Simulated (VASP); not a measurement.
Input of a VASP 6.6.1 run:

File POSCAR:

```
SiC
1.0
    0.0000000000      2.1780523450      2.1780523450
    2.1344912981      0.0000000000      2.1780523450
    2.1344912981      2.1780523450      0.0000000000
Si C
1 1
Direct
    0.0000000000      0.0000000000      0.0000000000
    0.2500000000      0.2500000000      0.2500000000
```

The input INCAR.step1:

```
ALGO     = Normal         # electronic algorithm
EDIFF    = 1E-4           # SCF threshold, eV
ENCUT    = 520            # plane-wave cutoff, eV
GGA      = PE             # functional
ISMEAR   = 0              # smearing method
LASPH    = T              # aspherical terms in the spheres
LCHARG   = F              # write CHGCAR
LREAL    = F              # projectors in reciprocal space
LWAVE    = T              # write WAVECAR
NBANDS   = 11             # bands
NELM     = 100            # most SCF steps
PREC     = Accurate       # precision mode
SIGMA    = 0.01           # smearing width, eV
```

INCAR.step2

```
ALGO     = Normal         # electronic algorithm
EDIFF    = 1E-6           # SCF threshold, eV
ENCUT    = 520            # plane-wave cutoff, eV
ISIF     = 2              # what is computed and relaxed
ISMEAR   = 0              # smearing method
ISTART   = 1            
LASPH    = T              # aspherical terms in the spheres
LCHARG   = F              # write CHGCAR
LMIXTAU  = T            
LREAL    = F              # projectors in reciprocal space
LWAVE    = F              # write WAVECAR
METAGGA  = R2SCAN         # meta-GGA
NBANDS   = 11             # bands
NELM     = 100            # most SCF steps
PREC     = Accurate       # precision mode
SIGMA    = 0.01           # smearing width, eV
```

The input KPOINTS:

```
k-points
0
Gamma
  10 10 10
```

Potentials or basis: VASP PAW PBE potentials, release 64 (Si, C).

Launch:

```console
$ cat potpaw_PBE.64/Si/POTCAR potpaw_PBE.64/C/POTCAR > POTCAR
$ cp INCAR.step1 INCAR
$ mpirun -np 1 vasp_std > vasp.out
$ cp INCAR.step2 INCAR
$ mpirun -np 1 vasp_std > vasp.out
```

(1) Estimate the band gap on the k mesh.

(2) What does it give for the pressure?

Results:

(1) 1.49 eV, indirect (least direct gap 5.06 eV).

(2) 4.6 GPa.

Caveat: the cell differs from its parent crystal (uniaxial x strain -2.0%); the PAW data sets were made with another functional, which shifts forces and pressure a little.
